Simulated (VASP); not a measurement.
A run of VASP 6.6.1:

The input POSCAR:

```
Se
1.0
    4.5041509279      0.0000000000      0.0000000000
   -2.2520754639      3.9007091260      0.0000000000
    0.0000000000      0.0000000000      4.9918757413
Se
3
Direct
    0.2171638312      0.0000000000      0.3333333333
    0.0000000000      0.2171638312      0.6666666667
    0.7828361688      0.7828361688      0.0000000000
```

Contents of INCAR.step1:

```
  ALGO = Normal
  EDIFF = 1E-4
  ENCUT = 520
  GGA = PE
  ISMEAR = -1
  LASPH = True
  LCHARG = False
  LREAL = False
  LWAVE = True
  NBANDS = 16
  NELM = 100
  PREC = Accurate
  SIGMA = 0.05
```

Contents of INCAR.step2:

```
  ALGO = Normal
  EDIFF = 1E-6
  ENCUT = 520
  ISIF = 2
  ISMEAR = -1
  ISTART = 1
  LASPH = True
  LCHARG = False
  LMIXTAU = True
  LREAL = False
  LWAVE = False
  METAGGA = R2SCAN
  NBANDS = 16
  NELM = 100
  PREC = Accurate
  SIGMA = 0.05
```

File KPOINTS:

```
k-points
0
Gamma
  9 9 7
```

Potentials or basis: VASP PAW PBE potentials, release 64 (Se).

Launch:

```console
$ cat potpaw_PBE.64/Se/POTCAR > POTCAR
$ cp INCAR.step1 INCAR
$ mpirun -np 1 vasp_std > vasp.out
$ cp INCAR.step2 INCAR
$ mpirun -np 1 vasp_std > vasp.out
```

Hardware: 1 thread of Intel(R) Xeon(R) Platinum 8488C (Sapphire Rapids) (shared host).

Question: How long does it take, and how much memory?

Answer: It took 5.9 min on 1 thread of Intel(R) Xeon(R) Platinum 8488C (Sapphire Rapids), on a shared host, peak memory 0.27 GiB. Counts: k points 69.
